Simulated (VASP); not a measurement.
# Rb (I4/mmm) in VASP: single point with PBE

Aim: the single point of Rb with PBE.

All numbers are computed with VASP 6.6.1; they aren't measurements. Logs are shortened: lines on timing, memory, paths and dates and some standing lists are left out, and cuts for length are marked.

## Step 1: The cell of the first run

Symmetry: I4/mmm, No. 139, tetragonal system. The conventional cell has a = 5.909 Å, b = 5.909 Å, c = 5.462 Å, α = 90.00°, β = 90.00°, γ = 90.00°.

## Step 2: Single point, PBE

Input file INCAR:

```
SYSTEM = Rb
ALGO = Normal
EDIFF = 1E-6
ENCUT = 520
GGA = PE
ISIF = 2
ISMEAR = 0
LASPH = .TRUE.
LCHARG = .FALSE.
LREAL = .FALSE.
LWAVE = .FALSE.
NBANDS = 10
NELM = 80
PREC = Accurate
SIGMA = 0.05
```

Input file KPOINTS:

```
k-points
0
G
  10 10 10
  0 0 0
```

Input file POSCAR:

```
Rb
1.0
   -2.9545118600      2.9545118600      2.7308452000
    2.9545118600     -2.9545118600      2.7308452000
    2.9545118600      2.9545118600     -2.7308452000
Rb
1
Direct
    0.0000000000      0.0000000000      0.0000000000
```

Potentials or basis: VASP PAW PBE potentials, release 64 (Rb_sv).

The run is started by

```console
$ cat potpaw_PBE.64/Rb_sv/POTCAR > POTCAR
$ mpirun -np 1 vasp_std > vasp.out
```

OUTCAR:

```text
SYSTEM = Rb
   EDIFF = 1E-6
   ENCUT = 520
   GGA = PE
   ISIF = 2
   ISMEAR = 0
   LASPH = .TRUE.
   LREAL = .FALSE.
   NELM = 80
   PREC = Accurate

 ion  position               nearest neighbor table
   1  0.000  0.000  0.000-

  LATTYP: Found a body centered tetragonal cell.
 ALAT       =     5.9090237200
 C/A-ratio  =     0.9242965774

  Lattice vectors:

 A1 = (  -2.9545118600,   2.9545118600,   2.7308452000)
 A2 = (   2.9545118600,  -2.9545118600,   2.7308452000)
 A3 = (   2.9545118600,   2.9545118600,  -2.7308452000)

Analysis of symmetry for initial positions (statically):
=====================================================================
 Subroutine PRICEL returns:
 Original cell was already a primitive cell.

 Routine SETGRP: Setting up the symmetry group for a
 body centered tetragonal supercell.

 Subroutine GETGRP returns: Found 16 space group operations
 (whereof 16 operations were pure point group operations)
 out of a pool of 16 trial point group operations.

The static configuration has the point symmetry D_4h.

Analysis of symmetry for dynamics (positions and initial velocities):
=====================================================================
 Subroutine PRICEL returns:
 Original cell was already a primitive cell.

 Routine SETGRP: Setting up the symmetry group for a
 body centered tetragonal supercell.

 Subroutine GETGRP returns: Found 16 space group operations
 (whereof 16 operations were pure point group operations)
 out of a pool of 16 trial point group operations.

The dynamic configuration has the point symmetry D_4h.

 Subroutine INISYM returns: Found 16 space group operations
 (whereof 16 operations are pure point group operations),
 and found     1 'primitive' translations

----------------------------------------------------------------------------------------

                                     Primitive cell

  volume of cell :      95.3517

  direct lattice vectors                    reciprocal lattice vectors
    -2.954511860  2.954511860  2.730845200     0.000000000  0.169232693  0.183093498
     2.954511860 -2.954511860  2.730845200     0.169232693  0.000000000  0.183093498
     2.954511860  2.954511860 -2.730845200     0.169232693  0.169232693  0.000000000

  length of vectors
     4.991572515  4.991572515  4.991572515     0.249324956  0.249324956  0.239331170

  position of ions in fractional coordinates (direct lattice)
     0.000000000  0.000000000  0.000000000

  ion indices of the primitive-cell ions
   primitive index   ion index
                 1           1

----------------------------------------------------------------------------------------

 KPOINTS: k-points

Automatic generation of k-mesh.
 Grid dimensions read from file:
 generate k-points for:   10   10   10

 Generating k-lattice:

  Cartesian coordinates                     Fractional coordinates (reciprocal lattice)
     0.000000000  0.016923269  0.018309350     0.100000000 -0.000000000  0.000000000
     0.016923269  0.000000000  0.018309350    -0.000000000  0.100000000  0.000000000
     0.016923269  0.016923269  0.000000000     0.000000000  0.000000000  0.100000000

  Length of vectors
     0.024932496  0.024932496  0.023933117

  Shift w.r.t. Gamma in fractional coordinates (k-lattice)
     0.000000000  0.000000000  0.000000000

 Subroutine IBZKPT returns following result:
 ===========================================

 Found    102 irreducible k-points:

 Following reciprocal coordinates:
            Coordinates               Weight
  0.000000  0.000000  0.000000      1.000000
  0.100000 -0.000000  0.000000      8.000000
  0.200000 -0.000000  0.000000      8.000000
  0.300000  0.000000  0.000000      8.000000
  0.400000 -0.000000  0.000000      8.000000
  0.500000  0.000000 -0.000000      4.000000
[... 16 lines left out ...]
  0.300000  0.300000  0.000000      8.000000
  0.400000  0.300000  0.000000     16.000000
 [... further k-points ...]
   k-points           NKPTS =    102   k-points in BZ     NKDIM =    102   number of bands    NBANDS=     10
   number of dos      NEDOS =    301   number of ions     NIONS =      1
   total plane-waves  NPLWV =  64000
   dimension x,y,z NGX =    40 NGY =   40 NGZ =   40
   dimension x,y,z NGXF=    80 NGYF=   80 NGZF=   80
   ions per type =               1
   NGX,Y,Z   is equivalent  to a cutoff of  13.32, 13.32, 13.32 a.u.
   NGXF,Y,Z  is equivalent  to a cutoff of  26.64, 26.64, 26.64 a.u.
 SYSTEM =  Rb
   PREC   = accura    normal or accurate (medium, high low for compatibility)
   ISTART =      0    job   : 0-new  1-cont  2-samecut
   ICHARG =      2    charge: 1-file 2-atom 10-const
   ISPIN  =      1    spin polarized calculation?
   LNONCOLLINEAR =      F non collinear calculations
   LSORBIT =      F    spin-orbit coupling
   LASPH  =      T    aspherical Exc in radial PAW
   ENCUT  =  520.0 eV  38.22 Ry    6.18 a.u.   9.28  9.28  9.28*2*pi/ulx,y,z
   NELM   =     80;   NELMIN=  2; NELMDL= -5     # of ELM steps
   EDIFF  = 0.1E-05   stopping-criterion for ELM
   LREAL  =      F    real-space projection
   EDIFFG = 0.1E-04   stopping-criterion for IOM
   NSW    =      0    number of steps for IOM
   IBRION =     -1    ionic relax: 0-MD 1-quasi-New 2-CG
   NFREE  =      0    steps in history (QN), initial steepest desc. (CG)
   ISIF   =      2    stress and relaxation
   ISYM   =      2    0-nonsym 1-usesym 2-fastsym
   POTIM  = 0.5000    time-step for ionic-motion
   TEBEG  =    0.0;   TEEND  =   0.0 temperature during run
   PSTRESS=    0.0 pullay stress
   NELECT =       9.0000    total number of electrons
   NUPDOWN=      -1.0000    fix difference up-down
   EMIN   =  10.00;   EMAX   =-10.00  energy-range for DOS
   EFERMI =   0.00;   METHOD = LEGACY
   ISMEAR =     0;   SIGMA  =   0.05  broadening in eV -4-tet -1-fermi 0-gaus
   EFERMI_NEDOS =   21; number of points for ismear=-14 and -15
   IALGO  =     38    algorithm
   IMIX   =      4    mixing-type and parameters
     AMIX     =   0.40;   BMIX     =  1.00
     AMIX_MAG =   1.60;   BMIX_MAG =  1.00
  volume/ion in A,a.u.               =      95.35       643.47
  Fermi-wavevector in a.u.,A,eV,Ry     =   0.745383  1.408570  7.559340  0.555596
  Thomas-Fermi vector in A             =   1.840957
   LORBIT       =      0    0 simple, 1 ext, 2 COOP (PROOUT), +10 PAW based schemes
   GGA     = PE    functional components
   LHFCALC =     F    Hartree Fock is set to
   AEXX    =    0.0000 exact exchange contribution
   IVDW    =     0    specifies the selected vdW correction
   LEPSILON=     F    determine dielectric tensor
   LRPA    =     F    only Hartree local field effects (RPA)
 non-spin polarized calculation
 Gauss-broadening in eV      SIGMA  =   0.05
  energy-cutoff  :      520.00
  volume of cell :       95.35
 maximum number of plane-waves:      2586
 NGX is ok and might be reduce to    40
   NGX = 19   NGY = 19   NGZ = 19

 number of electron       9.0000000 magnetization

 Free energy of the ion-electron system (eV)
  ---------------------------------------------------
  ext. energy  EPLUGINS =         0.00000000
  ---------------------------------------------------
  free energy    TOTEN  =        -0.93256583 eV

  energy without entropy =       -0.93110678  energy(sigma->0) =       -0.93183630

 E-fermi :  -0.1080     XC(G=0):  -5.3555

 val. band max:       -0.1151833691   @ k =   0.5000   0.2000   0.0000
 cond. band min:      -0.1015589673   @ k =  -0.4000   0.4000   0.2000
 fundamental gap:      0.0136244018
 Fermi energy:        -0.1080094593

 k-point     1 :       0.0000    0.0000    0.0000
  band No.  band energies     occupation
      1     -29.0195      2.00000
      2     -13.0659      2.00000
      3     -13.0659      2.00000
      4     -13.0658      2.00000
      5      -2.0008      2.00000
      6       3.2945      0.00000
      7       3.6970      0.00000
      8       3.6970      0.00000
      9       4.1699      0.00000
     10       4.7165      0.00000

 k-point     2 :       0.1000   -0.0000    0.0000
  band No.  band energies     occupation
      1     -29.0192      2.00000
      2     -13.0737      2.00000
      3     -13.0686      2.00000
      4     -13.0661      2.00000
      5      -1.8843      2.00000
      6       3.2368      0.00000
      7       3.4755      0.00000
      8       3.6765      0.00000
      9       4.1331      0.00000
     10       4.5168      0.00000

 k-point     3 :       0.2000   -0.0000    0.0000
  band No.  band energies     occupation
      1     -29.0183      2.00000
      2     -13.0943      2.00000
      3     -13.0757      2.00000
      4     -13.0668      2.00000
      5      -1.5444      2.00000
      6       2.8055      0.00000
      7       2.9555      0.00000
      8       3.8950      0.00000
      9       4.2213      0.00000
     10       4.3911      0.00000

 k-point     4 :       0.3000    0.0000    0.0000
  band No.  band energies     occupation
      1     -29.0173      2.00000
      2     -13.1192      2.00000
      3     -13.0845      2.00000
      4     -13.0677      2.00000
      5      -1.0115      2.00000
      6       2.0409      0.00000
      7       2.6440      0.00000
      8       4.3387      0.00000
      9       4.3497      0.00000
     10       4.4135      0.00000

 k-point     5 :       0.4000   -0.0000    0.0000
  band No.  band energies     occupation
      1     -29.0164      2.00000
      2     -13.1392      2.00000
      3     -13.0916      2.00000
      4     -13.0684      2.00000
      5      -0.3429      2.00000
      6       1.2914      0.00000
      7       2.4329      0.00000
      8       4.2332      0.00000
      9       4.5817      0.00000
     10       4.9551      0.00000

 k-point     6 :       0.5000    0.0000   -0.0000
  band No.  band energies     occupation
      1     -29.0161      2.00000
      2     -13.1467      2.00000
      3     -13.0943      2.00000
      4     -13.0687      2.00000
      5       0.2120      0.00000
      6       0.7240      0.00000
      7       2.3596      0.00000
      8       4.1012      0.00000
      9       4.8322      0.00000
     10       5.2095      0.00000
[... 183 lines left out ...]
 k-point    21 :      -0.3000    0.2000    0.0000
  band No.  band energies     occupation
      1     -29.0178      2.00000
      2     -13.1089      2.00000
      3     -13.0786      2.00000
      4     -13.0673      2.00000
      5      -1.2704      2.00000
      6       2.2138      0.00000
      7       2.9459      0.00000
      8       3.9292      0.00000
      9       4.3204      0.00000
     10       4.7083      0.00000

 k-point    22 :      -0.2000    0.2000    0.0000
  band No.  band energies     occupation
      1     -29.0184      2.00000
      2     -13.0943      2.00000
      3     -13.0740      2.00000
      4     -13.0649      2.00000
      5      -1.5807      2.00000
      6       2.5667      0.00000
      7       3.2901      0.00000
      8       3.9494      0.00000
      9       4.1089      0.00000
     10       4.5305      0.00000

 k-point    23 :       0.3000    0.3000    0.0000
  band No.  band energies     occupation
      1     -29.0158      2.00000
      2     -13.1299      2.00000
      3     -13.1124      2.00000
      4     -13.0775      2.00000
      5       0.6886      0.00000
      6       1.1096      0.00000
      7       1.3838      0.00000
      8       3.7356      0.00000
      9       4.3158      0.00000
     10       4.9977      0.00000

 k-point    24 :       0.4000    0.3000    0.0000
  band No.  band energies     occupation
      1     -29.0159      2.00000
      2     -13.1283      2.00000
      3     -13.1132      2.00000
      4     -13.0757      2.00000
      5       0.5246      0.00000
      6       1.1583      0.00000
      7       1.4705      0.00000
      8       3.7686      0.00000
      9       4.4568      0.00000
     10       4.7903      0.00000

 [... further k-points ...]

------------------------ aborting loop because EDIFF is reached ----------------------------------------

  FORCE on cell =-STRESS in cart. coord.  units (eV):
  Direction    XX          YY          ZZ          XY          YZ          ZX
  --------------------------------------------------------------------------------------
  -------------------------------------------------------------------------------------
  Total       -0.0708053     -0.0708053     -0.0545251      0.0000000     -0.0000000      0.0000000
  in kB       -1.1897281     -1.1897281     -0.9161756      0.0000000     -0.0000000      0.0000000
  external PRESSURE =      -1.0985439 kB  Pullay stress =       0.0000000 kB

 VOLUME and BASIS-vectors are now :
 -----------------------------------------------------------------------------
  energy-cutoff  :      520.00
  volume of cell :       95.35
      direct lattice vectors                 reciprocal lattice vectors
    -2.954511860  2.954511860  2.730845200     0.000000000  0.169232693  0.183093498
     2.954511860 -2.954511860  2.730845200     0.169232693  0.000000000  0.183093498
     2.954511860  2.954511860 -2.730845200     0.169232693  0.169232693  0.000000000

 POSITION                                       TOTAL-FORCE (eV/Angst)
 -----------------------------------------------------------------------------------
      0.00000      0.00000      0.00000         0.000000      0.000000      0.000000
 -----------------------------------------------------------------------------------
    total drift:                                0.000000      0.000000     -0.000000

  FREE ENERGIE OF THE ION-ELECTRON SYSTEM (eV)
  ---------------------------------------------------
  free  energy   TOTEN  =        -0.9325658303 eV

  energy  without entropy=       -0.9311067793  energy(sigma->0) =       -0.93183630
```

It took 41 s on 1 thread of Intel Xeon Platinum 8488C (Sapphire Rapids), shared host; peak memory 0.28 GiB.

Results:

```
Free energy : -0.9326 eV
Pressure    : -0.1 GPa
```
